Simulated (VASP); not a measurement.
Set up this calculation in VASP 6.6.1, as the native input.

```yaml
Task: single point
Functional: revPBE
Dispersion: D4
Potentials_or_basis: VASP PAW PBE potentials, release 64 (Pb_d, Se)
Cutoff: 500 eV
k_mesh: 7 × 7 × 7
Occupations: gaussian, width 0.01 eV
Spin: no spin polarisation
Dipole_correction: no
Further_INCAR_settings: ALGO = Normal; EDIFF = 1e-06; NBANDS = 17
```

The structure of PbSe lies in POSCAR:

```
PbSe
1.0
    0.0000000000      2.7680402640      2.7680402640
    2.7680402640      0.0000000000      2.7680402640
    2.7680402640      2.7680402640      0.0000000000
Pb Se
1 1
Direct
    0.0000000000      0.0000000000      0.0000000000
    0.5000000000      0.5000000000      0.5000000000
```

One way to write it, as run:

INCAR

```
  PREC = Accurate
  ENCUT = 500
  EDIFF = 1E-6
  ISMEAR = 0
  SIGMA = 0.01
  LREAL = F
  LASPH = T
  NELM = 120
  ALGO = Normal
  ISIF = 2
  LWAVE = F
  LCHARG = T
  GGA = RE
  IVDW = 13
  LELF = T
  LVHAR = T
  NBANDS = 17
  GGA_COMPAT = F
```

KPOINTS

```
Automatic mesh
0
Gamma
  7 7 7
```

Potentials or basis: VASP PAW PBE potentials, release 64 (Pb_d, Se).

Launch:

```bash
$ cat potpaw_PBE.64/Pb_d/POTCAR potpaw_PBE.64/Se/POTCAR > POTCAR
$ mpirun -np 1 vasp_std > vasp.out
```

Results of the run:

* Pressure: 29.9 GPa
* Dispersion energy per atom: -0.835 eV

Caveat: the cell stands under pressure; the PAW data sets were made with another functional, which shifts forces and pressure a little.

It took 20 s on 1 thread of Intel(R) Xeon(R) 6975P-C (Granite Rapids) (shared host), peak memory 0.17 GiB.
